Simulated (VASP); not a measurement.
# Mg (P6_3/mmc) in VASP: notebook, part 2 of 2

VASP 6.6.1.

## (4) Single point, LDA

INCAR reads:

```
PREC = Accurate
ENCUT = 520
EDIFF = 1E-7
ISMEAR = 1
SIGMA = 0.6
LREAL = False
LASPH = True
NELM = 60
ALGO = Normal
ISIF = 2
LWAVE = False
LCHARG = True
LELF = True
LVHAR = True
NBANDS = 9
```

KPOINTS reads:

```
Automatic mesh
0
Gamma
  12 12 6
```

POSCAR reads:

```
Mg
1.0
    3.1325008903      0.0000000000      0.0000000000
   -1.5662504451      2.7128253484      0.0000000000
    0.0000000000      0.0000000000      5.0848940941
Mg
2
Direct
    0.3333333333      0.6666666667      0.2500000000
    0.6666666667      0.3333333333      0.7500000000
```

Potentials or basis: VASP PAW LDA potentials, release 64 (Mg).

Command:

```console
cat potpaw_LDA.64/Mg/POTCAR > POTCAR
mpirun -np 1 vasp_std > vasp.out
```

OUTCAR:

```text
PREC = Accurate
   ENCUT = 520
   EDIFF = 1E-7
   ISMEAR = 1
   LREAL = False
   LASPH = True
   NELM = 60
   ISIF = 2

 ion  position               nearest neighbor table
   1  0.333  0.667  0.250-   2 3.12   2 3.12   2 3.12   2 3.12   2 3.12   2 3.12
   2  0.667  0.333  0.750-   1 3.12   1 3.12   1 3.12   1 3.12   1 3.12   1 3.12

  LATTYP: Found a hexagonal cell.
 ALAT       =     3.1325008903
 C/A-ratio  =     1.6232698001

  Lattice vectors:

 A1 = (   3.1325008903,   0.0000000000,   0.0000000000)
 A2 = (  -1.5662504451,   2.7128253484,   0.0000000000)
 A3 = (   0.0000000000,   0.0000000000,   5.0848940941)

Analysis of symmetry for initial positions (statically):
=====================================================================
 Subroutine PRICEL returns:
 Original cell was already a primitive cell.

 Routine SETGRP: Setting up the symmetry group for a
 hexagonal supercell.

 Subroutine GETGRP returns: Found 24 space group operations
 (whereof 12 operations were pure point group operations)
 out of a pool of 24 trial point group operations.

The static configuration has the point symmetry D_3d.
 The point group associated with its full space group is D_6h.

Analysis of symmetry for dynamics (positions and initial velocities):
=====================================================================
 Subroutine PRICEL returns:
 Original cell was already a primitive cell.

 Routine SETGRP: Setting up the symmetry group for a
 hexagonal supercell.

 Subroutine GETGRP returns: Found 24 space group operations
 (whereof 12 operations were pure point group operations)
 out of a pool of 24 trial point group operations.

The dynamic configuration has the point symmetry D_3d.
 The point group associated with its full space group is D_6h.

 Subroutine INISYM returns: Found 24 space group operations
 (whereof 12 operations are pure point group operations),
 and found     1 'primitive' translations

----------------------------------------------------------------------------------------

                                     Primitive cell

  volume of cell :      43.2111

  direct lattice vectors                    reciprocal lattice vectors
     3.132500890  0.000000000  0.000000000     0.319233748  0.184309690  0.000000000
    -1.566250445  2.712825348  0.000000000     0.000000000  0.368619381  0.000000000
     0.000000000  0.000000000  5.084894094     0.000000000  0.000000000  0.196660930

  length of vectors
     3.132500890  3.132500890  5.084894094     0.368619381  0.368619381  0.196660930

  position of ions in fractional coordinates (direct lattice)
     0.333333333  0.666666667  0.250000000
     0.666666667  0.333333333  0.750000000

  ion indices of the primitive-cell ions
   primitive index   ion index
                 1           1
                 2           2

----------------------------------------------------------------------------------------

 KPOINTS: Automatic mesh

Automatic generation of k-mesh.
 Grid dimensions read from file:
 generate k-points for:   12   12    6

[... 20 lines left out ...]
  0.000000  0.000000  0.000000      1.000000
  0.083333 -0.000000  0.000000      6.000000
  0.166667 -0.000000  0.000000      6.000000
  0.250000 -0.000000  0.000000      6.000000
  0.333333  0.000000  0.000000      6.000000
  0.416667  0.000000  0.000000      6.000000
[... 16 lines left out ...]
  0.250000 -0.000000  0.166667     12.000000
  0.333333  0.000000  0.166667     12.000000
 [... further k-points ...]
   k-points           NKPTS =     76   k-points in BZ     NKDIM =     76   number of bands    NBANDS=      9
   number of dos      NEDOS =    301   number of ions     NIONS =      2
   total plane-waves  NPLWV =  23040
   dimension x,y,z NGX =    24 NGY =   24 NGZ =   40
   dimension x,y,z NGXF=    48 NGYF=   48 NGZF=   80
   ions per type =               2
   NGX,Y,Z   is equivalent  to a cutoff of  12.74, 12.74, 13.08 a.u.
   NGXF,Y,Z  is equivalent  to a cutoff of  25.47, 25.47, 26.16 a.u.
 SYSTEM =  unknown system
   PREC   = accura    normal or accurate (medium, high low for compatibility)
   ISTART =      0    job   : 0-new  1-cont  2-samecut
   ICHARG =      2    charge: 1-file 2-atom 10-const
   ISPIN  =      1    spin polarized calculation?
   LNONCOLLINEAR =      F non collinear calculations
   LSORBIT =      F    spin-orbit coupling
   LASPH  =      T    aspherical Exc in radial PAW
   ENCUT  =  520.0 eV  38.22 Ry    6.18 a.u.   5.82  5.82  9.45*2*pi/ulx,y,z
   NELM   =     60;   NELMIN=  2; NELMDL= -5     # of ELM steps
   EDIFF  = 0.1E-06   stopping-criterion for ELM
   LREAL  =      F    real-space projection
   EDIFFG = 0.1E-05   stopping-criterion for IOM
   NSW    =      0    number of steps for IOM
   IBRION =     -1    ionic relax: 0-MD 1-quasi-New 2-CG
   NFREE  =      0    steps in history (QN), initial steepest desc. (CG)
   ISIF   =      2    stress and relaxation
   ISYM   =      2    0-nonsym 1-usesym 2-fastsym
   POTIM  = 0.5000    time-step for ionic-motion
   TEBEG  =    0.0;   TEEND  =   0.0 temperature during run
   PSTRESS=    0.0 pullay stress
   NELECT =       4.0000    total number of electrons
   NUPDOWN=      -1.0000    fix difference up-down
   EMIN   =  10.00;   EMAX   =-10.00  energy-range for DOS
   EFERMI =   0.00;   METHOD = LEGACY
   ISMEAR =     1;   SIGMA  =   0.60  broadening in eV -4-tet -1-fermi 0-gaus
   EFERMI_NEDOS =   21; number of points for ismear=-14 and -15
   IALGO  =     38    algorithm
   IMIX   =      4    mixing-type and parameters
     AMIX     =   0.40;   BMIX     =  1.00
     AMIX_MAG =   1.60;   BMIX_MAG =  1.00
  volume/ion in A,a.u.               =      21.61       145.80
  Fermi-wavevector in a.u.,A,eV,Ry     =   0.740565  1.399465  7.461932  0.548437
  Thomas-Fermi vector in A             =   1.834998
   LORBIT       =      0    0 simple, 1 ext, 2 COOP (PROOUT), +10 PAW based schemes
   GGA     = CA    functional components
   LHFCALC =     F    Hartree Fock is set to
   AEXX    =    0.0000 exact exchange contribution
   IVDW    =     0    specifies the selected vdW correction
   LEPSILON=     F    determine dielectric tensor
   LRPA    =     F    only Hartree local field effects (RPA)
 non-spin polarized calculation
 Methfessel and Paxton  Order N= 1 SIGMA  =   0.60
  energy-cutoff  :      520.00
  volume of cell :       43.21
 maximum number of plane-waves:      1182
 NGX is ok and might be reduce to    24
   NGX = 11   NGY = 11   NGZ = 19

 number of electron       4.0000000 magnetization

 Free energy of the ion-electron system (eV)
  ---------------------------------------------------
  ext. energy  EPLUGINS =         0.00000000
  ---------------------------------------------------
  free energy    TOTEN  =        -3.62346010 eV

  energy without entropy =       -3.63092598  energy(sigma->0) =       -3.62594873

 E-fermi :   2.7837     XC(G=0):  -8.8772

 val. band max:        2.7394692402   @ k =   0.4167   0.1667   0.5000
 cond. band min:       2.9892529057   @ k =   0.3333   0.3333   0.5000
 fundamental gap:      0.2497836656
 Fermi energy:         2.7837255575

 k-point     1 :       0.0000    0.0000    0.0000
  band No.  band energies     occupation
      1      -4.3925      2.00000
      2       1.0413      2.00032
      3       1.5200      2.01118
      4      14.0386     -0.00000
      5      14.0386     -0.00000
      6      14.2064     -0.00000
      7      14.2064     -0.00000
      8      14.9615      0.00000
      9      16.7331      0.00000
[... 265 lines left out ...]
 k-point    24 :       0.3333    0.0000    0.1667
  band No.  band energies     occupation
      1      -1.9873      2.00000
      2       1.6916      2.02733
      3       4.3615     -0.00127
      4       5.6205     -0.00000
      5       8.0112     -0.00000
      6      10.5163     -0.00000
      7      10.7793     -0.00000
      8      12.6912     -0.00000
      9      13.7169     -0.00000

 [... further k-points ...]

------------------------ aborting loop because EDIFF is reached ----------------------------------------

  FORCE on cell =-STRESS in cart. coord.  units (eV):
  Direction    XX          YY          ZZ          XY          YZ          ZX
  --------------------------------------------------------------------------------------
  -------------------------------------------------------------------------------------
  Total       -0.0401361     -0.0401361     -0.1826601     -0.0000000      0.0000000      0.0000000
  in kB       -1.4881627     -1.4881627     -6.7726620     -0.0000000      0.0000000      0.0000000
  external PRESSURE =      -3.2496625 kB  Pullay stress =       0.0000000 kB

 VOLUME and BASIS-vectors are now :
 -----------------------------------------------------------------------------
  energy-cutoff  :      520.00
  volume of cell :       43.21
      direct lattice vectors                 reciprocal lattice vectors
     3.132500890  0.000000000  0.000000000     0.319233748  0.184309690  0.000000000
    -1.566250445  2.712825348  0.000000000     0.000000000  0.368619381  0.000000000
     0.000000000  0.000000000  5.084894094     0.000000000  0.000000000  0.196660930

 POSITION                                       TOTAL-FORCE (eV/Angst)
 -----------------------------------------------------------------------------------
     -0.00000      1.80855      1.27122        -0.000000      0.000000      0.000000
      1.56625      0.90428      3.81367         0.000000      0.000000      0.000000
 -----------------------------------------------------------------------------------
    total drift:                               -0.000000      0.000000     -0.000000

  FREE ENERGIE OF THE ION-ELECTRON SYSTEM (eV)
  ---------------------------------------------------
  free  energy   TOTEN  =        -3.6234600984 eV

  energy  without entropy=       -3.6309259839  energy(sigma->0) =       -3.62594873
```

stdout:

```text
POSCAR found type information on POSCAR Mg
 POSCAR found :  1 types and       2 ions
 scaLAPACK will be used
 LDA part: xc-table for (Slater(with rela. corr.)+CA(PZ))
 , standard interpolation
 POSCAR, INCAR and KPOINTS ok, starting setup
 FFT: planning ... GRIDC
 FFT: planning ... GRID_SOFT
 FFT: planning ... GRID
 WAVECAR not read
 entering main loop
```

It took 34 s on 1 thread of AMD EPYC 7R13, shared host; peak memory 0.13 GiB.

What came out:

```yaml
Free_energy: -3.6235 eV
Pressure: -0.3 GPa
Band_gap_on_the_k_mesh: zero (bands 2 and 3 overlap by 2.29 eV)
```

Stress tensor (GPa, compression positive):
```
-0.15  0.00  0.00
 0.00 -0.15  0.00
 0.00  0.00 -0.68
```

Caveat: so wide a smearing shifts energies and pressures.

## (5) Single point, LDA

INCAR reads:

```
PREC = Accurate ; ENCUT = 520
EDIFF = 1E-6 ; ISMEAR = 1
SIGMA = 1.0 ; LREAL = False
LASPH = True ; NELM = 80
ALGO = Normal ; ISIF = 2
LWAVE = False ; LCHARG = True
LELF = True ; LVHAR = True
NBANDS = 9
```

KPOINTS reads:

```
regular mesh
0
Gamma
  12 12 6
```

POSCAR is that of step 4.

Command:

```console
cat potpaw_LDA.64/Mg/POTCAR > POTCAR
mpirun -np 1 vasp_std > vasp.out
```

It took 34 s on 1 thread of AMD EPYC 7R13, shared host; peak memory 0.13 GiB.

The run converged. Its results:

| Property | Result |
| --- | --- |
| Free energy | -3.6181 eV |
| Pressure | -0.3 GPa |
| Band gap on the k mesh | zero (bands 2 and 3 overlap by 2.29 eV) |

Stress tensor (GPa, compression positive):
```
-0.22  0.00  0.00
 0.00 -0.22  0.00
 0.00  0.00 -0.42
```

Levels at points of the mesh, in eV from the Fermi level:
| k point | band 1 | band 2 | band 3 | band 4 | band 5 |
| --- | --- | --- | --- | --- | --- |
| (0.00, 0.00, 0.00) | -7.18 | -1.75 | -1.27 | 11.25 | 11.25 |
| (0.50, 0.00, 0.00) | -2.22 | -2.20 | 2.74 | 3.09 | 3.41 |
| (0.00, 0.00, 0.50) | -5.74 | -5.74 | 5.20 | 5.20 | 12.00 |
| (0.50, 0.00, 0.50) | -1.15 | -1.15 | -0.45 | -0.45 | 8.25 |

Caveat: so wide a smearing shifts energies and pressures.

## (6) Single point, LDA

INCAR reads:

```
SYSTEM = Mg
  PREC = Accurate
  ENCUT = 520
  EDIFF = 1E-6
  ISMEAR = 1
  SIGMA = 0.01
  LREAL = .FALSE.
  LASPH = .TRUE.
  NELM = 60
  ALGO = Normal
  ISIF = 2
  LWAVE = .FALSE.
  LCHARG = .FALSE.
  NBANDS = 9
```

KPOINTS reads:

```
Automatic mesh
0
G
  12 12 6
  0 0 0
```

POSCAR is that of step 5.

Potentials or basis: VASP PAW LDA potentials, release 64 (Mg).

Command:

```console
cat potpaw_LDA.64/Mg/POTCAR > POTCAR
mpirun -np 1 vasp_std > vasp.out
```

OUTCAR:

```text
SYSTEM = Mg
   PREC = Accurate
   ENCUT = 520
   EDIFF = 1E-6
   ISMEAR = 1
   LREAL = .FALSE.
   LASPH = .TRUE.
   NELM = 60
   ISIF = 2

 ion  position               nearest neighbor table
   1  0.333  0.667  0.250-   2 3.12   2 3.12   2 3.12   2 3.12   2 3.12   2 3.12
   2  0.667  0.333  0.750-   1 3.12   1 3.12   1 3.12   1 3.12   1 3.12   1 3.12

  LATTYP: Found a hexagonal cell.
 ALAT       =     3.1325008903
 C/A-ratio  =     1.6232698001

  Lattice vectors:

 A1 = (   3.1325008903,   0.0000000000,   0.0000000000)
 A2 = (  -1.5662504451,   2.7128253484,   0.0000000000)
 A3 = (   0.0000000000,   0.0000000000,   5.0848940941)

Analysis of symmetry for initial positions (statically):
=====================================================================
 Subroutine PRICEL returns:
 Original cell was already a primitive cell.

 Routine SETGRP: Setting up the symmetry group for a
 hexagonal supercell.

 Subroutine GETGRP returns: Found 24 space group operations
 (whereof 12 operations were pure point group operations)
 out of a pool of 24 trial point group operations.

The static configuration has the point symmetry D_3d.
 The point group associated with its full space group is D_6h.

[... 171 lines left out ...]
      1      -4.3923      2.00000
      2       1.0410      2.00000
      3       1.5209      2.00000
      4      14.0385      0.00000
      5      14.0385      0.00000
      6      14.2072      0.00000
      7      14.2072      0.00000
      8      14.9612      0.00000
      9      16.7337      0.00000
[... 265 lines left out ...]
 k-point    24 :       0.3333    0.0000    0.1667
  band No.  band energies     occupation
      1      -1.9871      2.00000
      2       1.6918      2.00000
      3       4.3619      0.00000
      4       5.6207      0.00000
      5       8.0115      0.00000
      6      10.5165      0.00000
      7      10.7795      0.00000
      8      12.6912      0.00000
      9      13.7170      0.00000

 [... further k-points ...]

------------------------ aborting loop because EDIFF is reached ----------------------------------------

  FORCE on cell =-STRESS in cart. coord.  units (eV):
  Direction    XX          YY          ZZ          XY          YZ          ZX
  --------------------------------------------------------------------------------------
  -------------------------------------------------------------------------------------
  Total        0.0616347      0.0616347     -0.3893092      0.0000000      0.0000000      0.0000000
  in kB        2.2852891      2.2852891    -14.4347831      0.0000000      0.0000000      0.0000000
  external PRESSURE =      -3.2880683 kB  Pullay stress =       0.0000000 kB

 VOLUME and BASIS-vectors are now :
 -----------------------------------------------------------------------------
  energy-cutoff  :      520.00
  volume of cell :       43.21
      direct lattice vectors                 reciprocal lattice vectors
     3.132500890  0.000000000  0.000000000     0.319233748  0.184309690  0.000000000
    -1.566250445  2.712825348  0.000000000     0.000000000  0.368619381  0.000000000
     0.000000000  0.000000000  5.084894094     0.000000000  0.000000000  0.196660930

 POSITION                                       TOTAL-FORCE (eV/Angst)
 -----------------------------------------------------------------------------------
     -0.00000      1.80855      1.27122         0.000000      0.000000      0.000000
      1.56625      0.90428      3.81367        -0.000000      0.000000      0.000000
 -----------------------------------------------------------------------------------
    total drift:                               -0.000000      0.000000     -0.000000

  FREE ENERGIE OF THE ION-ELECTRON SYSTEM (eV)
  ---------------------------------------------------
  free  energy   TOTEN  =        -3.6211979090 eV

  energy  without entropy=       -3.6211905681  energy(sigma->0) =       -3.62119546
```

OSZICAR:

```text
N       E                     dE             d eps       ncg     rms          rms(c)
DAV:   1    -0.938370151662E+00   -0.93837E+00   -0.13784E+03  1368   0.326E+02
DAV:   2    -0.360751162597E+01   -0.26691E+01   -0.25460E+01  1895   0.270E+01
DAV:   3    -0.364199057047E+01   -0.34479E-01   -0.32298E-01  1761   0.255E+00
DAV:   4    -0.364208517107E+01   -0.94601E-04   -0.94594E-04  1788   0.134E-01
DAV:   5    -0.364208560215E+01   -0.43108E-06   -0.43109E-06  1695   0.829E-03    0.941E-01
DAV:   6    -0.363043162805E+01    0.11654E-01   -0.55032E-04  1598   0.131E-01    0.598E-01
DAV:   7    -0.362120685266E+01    0.92248E-02   -0.19123E-03  1420   0.241E-01    0.298E-02
DAV:   8    -0.362119887052E+01    0.79821E-05   -0.15881E-05  1957   0.205E-02    0.622E-03
DAV:   9    -0.362119790903E+01    0.96149E-06   -0.62089E-07  1344   0.368E-03
   1 F= -.36211979E+01 E0= -.36211955E+01  d E =-.734097E-05
```

stdout:

```text
POSCAR found type information on POSCAR Mg
 POSCAR found :  1 types and       2 ions
 scaLAPACK will be used
 LDA part: xc-table for (Slater(with rela. corr.)+CA(PZ))
 , standard interpolation
 POSCAR, INCAR and KPOINTS ok, starting setup
 FFT: planning ... GRIDC
 FFT: planning ... GRID_SOFT
 FFT: planning ... GRID
 WAVECAR not read
 entering main loop
```

Wall time 26 s (1 thread of AMD EPYC 7R13, shared host); peak memory 0.13 GiB.

What came out:

```
Free energy            : -3.6212 eV
Pressure               : -0.3 GPa
Band gap on the k mesh : zero (bands 2 and 3 overlap by 2.29 eV)
```

## (7) The runs side by side

```csv
smearing,gap on the mesh (eV),pressure (GPa)
methfessel-paxton 0.2 eV,none,-0.3
methfessel-paxton 0.3 eV,none,-0.3
methfessel-paxton 0.6 eV,none,-0.3
methfessel-paxton 1 eV,none,-0.3
methfessel-paxton 0.01 eV,none,-0.3
```

Alike in all rows: task single point; level LDA; potentials or basis VASP PAW LDA potentials, release 64 (Mg); no spin polarisation; cell as given; k mesh 12 × 12 × 6; cutoff (eV) 520.

Caveats: so wide a smearing shifts energies and pressures (at least some runs).

Absolute energies hang on the potentials; compare differences alone.
